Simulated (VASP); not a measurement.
Write the native input for VASP 6.6.1 that does the following.

* Task: single point
* Functional: PBE
* Potentials or basis: VASP PAW PBE potentials, release 64 (Os)
* Cutoff: 520 eV
* k mesh: 23 × 23 × 23
* Occupations: fermi-dirac, width 0.1 eV
* Spin: no spin polarisation
* Dipole correction: no
* Further INCAR settings: ALGO = Normal; EDIFF = 1e-06; NBANDS = 10

The structure of Os lies in POSCAR:

```
Os
1.0
   -1.5463272233      1.5463272233      1.5463272233
    1.5463272233     -1.5463272233      1.5463272233
    1.5463272233      1.5463272233     -1.5463272233
Os
1
Direct
    0.0000000000      0.0000000000      0.0000000000
```

These files were run (other wordings do the same):

INCAR

```
SYSTEM = Os
PREC = Accurate
ENCUT = 520
EDIFF = 1E-6
ISMEAR = -1
SIGMA = 0.1
LREAL = .False.
LASPH = .True.
NELM = 60
ALGO = Normal
ISIF = 2
LWAVE = .False.
LCHARG = .False.
GGA = PE
NBANDS = 10
```

KPOINTS

```
Automatic mesh
0
Gamma
  23 23 23
  0 0 0
```

Potentials or basis: VASP PAW PBE potentials, release 64 (Os).

The run is started by

```bash
$ cat potpaw_PBE.64/Os/POTCAR > POTCAR
$ mpirun -np 1 vasp_std > vasp.out
```

It gave:

The pressure is 0.0 GPa. The band gap on the k mesh is zero (band 4 reaches 11.13 eV, above the bottom of band 5 at 6.89 eV).

Caveat: spin-orbit coupling is left out, which moves the levels of the heavy elements.

Run time: 77 s on 1 thread of AMD EPYC 7R13, on a shared host, peak memory 0.14 GiB.
